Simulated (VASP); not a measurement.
# Ni: single point with PBEsol

Ni:

```
Ni
1.0
     2.44802    0.00000    0.00000
    -1.22401    2.12005    0.00000
     0.00000    0.00000    4.07281
Ni
2
Direct
  0.33333 0.66667 0.25000
  0.66667 0.33333 0.75000
```

This isn't the form of Ni at room conditions, which is fcc.

| Item | Value |
| --- | --- |
| Program | VASP 6.6.1 |
| Task | single point |
| Functional | PBEsol |
| Potentials or basis | VASP PAW PBE potentials, release 64 (Ni) |
| Cutoff | 520 eV |
| k mesh | 15 × 15 × 8 |
| Occupations | fermi-dirac, width 0.1 eV |
| Spin | collinear spin, ferromagnetic start |
| Starting moments | [1.5, 1.5] μB |

| Quantity | Value |
| --- | --- |
| Pressure | -2.9 GPa |
| Net moment | 1.25 μB per cell |
| Site moments | Ni +0.63 μB |
| Valence electrons inside the program's atomic spheres | Ni 9.37 |

Stress tensor (GPa, compression positive):
```
-1.61  0.00  0.00
 0.00 -1.61  0.00
 0.00  0.00 -5.49
```

Levels at points of the mesh, in eV from the Fermi level:
Spin up:
| k point | band 8 | band 9 | band 10 | band 11 | band 12 | band 13 | band 14 | band 15 |
| --- | --- | --- | --- | --- | --- | --- | --- | --- |
| (0.00, 0.00, 0.00) | -1.64 | -1.64 | -0.70 | -0.70 | -0.60 | 5.58 | 23.04 | 25.25 |
| (0.00, 0.00, 0.50) | -2.43 | -1.00 | -1.00 | -1.00 | -1.00 | 14.18 | 14.18 | 23.76 |
Spin down:
```csv
k point,band 6,band 7,band 8,band 9,band 10,band 11,band 12,band 13
"(0.00, 0.00, 0.00)",-1.46,-1.46,-0.97,-0.97,-0.63,0.01,0.01,5.99
"(0.00, 0.00, 0.50)",-1.77,-1.77,-1.77,-0.30,-0.30,-0.30,-0.30,14.34
```

Wall time 65 s on 1 thread of Intel(R) Xeon(R) Platinum 8488C (Sapphire Rapids) (shared host), peak memory 0.2 GiB.

Caveat: the PAW data sets were made with another functional, which shifts forces and pressure a little.
